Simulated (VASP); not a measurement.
The system is Ta4O.

```xyz
5
Lattice="4.3943 0.0000 0.0000 0.0000 4.3943 0.0000 0.0000 0.0000 4.3943" Properties=species:S:1:pos:R:3 pbc="T T T"
Ta    1.1592    3.2351    3.2351
Ta    3.2351    1.1592    3.2351
Ta    3.2351    3.2351    1.1592
Ta    1.1592    1.1592    1.1592
O     0.0000    0.0000    0.0000
```

Base run:

```yaml
Program: VASP 6.6.1
Functional: PBE
Potentials_or_basis: VASP PAW PBE potentials, release 64 (Ta_pv, O)
Cutoff: 520 eV
k_mesh: 8 × 8 × 8
Occupations: gaussian, width 0.1 eV
Spin: no spin polarisation
```

Its results: band gap on the k mesh zero (band 25 reaches 7.05 eV, above the bottom of band 26 at 4.87 eV); pressure 0.2 GPa; largest force 0.052 eV/Å.

Problem. The run is repeated on the same cell with these changes: potentials or basis from VASP PAW PBE potentials, release 64 (Ta_pv, O) to VASP PAW PBE potentials, release 64 (Ta_sv_GW, O); cutoff from 520 eV to 600 eV; further incar settings from ALGO = Normal; EDIFF = 1e-06; NBANDS = 33 to ALGO = Normal; EDIFF = 1e-06; NBANDS = 37; valence electrons from 50 to 58. What comes out?

Solution. Band gap on the k mesh zero (band 29 reaches 11.31 eV, above the bottom of band 30 at 9.13 eV); pressure -0.3 GPa; largest force 0.036 eV/Å.

Caveats: spin-orbit coupling is left out, which moves the levels of the heavy elements.
